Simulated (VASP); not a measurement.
Wanted: the native input for a VASP 6.6.1 run.

- Task: single point
- Functional: PBE
- Potentials or basis: VASP PAW PBE potentials, release 64 (Zn, O)
- Cutoff: 520 eV
- k mesh: 18 × 18 × 8
- Occupations: gaussian, width 0.05 eV
- Spin: no spin polarisation
- Dipole correction: no
- Further INCAR settings: ALGO = Normal; EDIFF = 1e-06; NBANDS = 26

The structure of ZnO lies in POSCAR:

```
ZnO
1.0
    3.2493080000      0.0000000000      0.0000000000
   -1.6246540000      2.8139832700      0.0000000000
    0.0000000000      0.0000000000      5.2057090000
Zn O
2 2
Direct
    0.3333333300      0.6666666700      0.5000000000
    0.6666666700      0.3333333300      0.0000000000
    0.6666666700      0.3333333300      0.3790100000
    0.3333333300      0.6666666700      0.8790100000
```

One way to write it, as run:

INCAR

```
SYSTEM = ZnO
PREC = Accurate ; ENCUT = 520
EDIFF = 1E-6 ; ISMEAR = 0
SIGMA = 0.05 ; LREAL = .FALSE.
LASPH = .TRUE. ; NELM = 60
ALGO = Normal ; ISIF = 2
LWAVE = .FALSE. ; LCHARG = .TRUE.
GGA = PE ; LELF = .TRUE.
LVHAR = .TRUE. ; NBANDS = 26
```

KPOINTS

```
Automatic mesh
0
G
  18 18 8
  0 0 0
```

Potentials or basis: VASP PAW PBE potentials, release 64 (Zn, O).

Command:

```console
$ cat potpaw_PBE.64/Zn/POTCAR potpaw_PBE.64/O/POTCAR > POTCAR
$ mpirun -np 1 vasp_std > vasp.out
```

It gave:

The pressure is 6.0 GPa and the largest force is 0.074 eV/Å. The band gap on the k mesh is 0.79 eV, direct.

Wall time 5 min on 1 thread of Intel Xeon 8259CL, with other jobs on the host, peak memory 0.3 GiB.
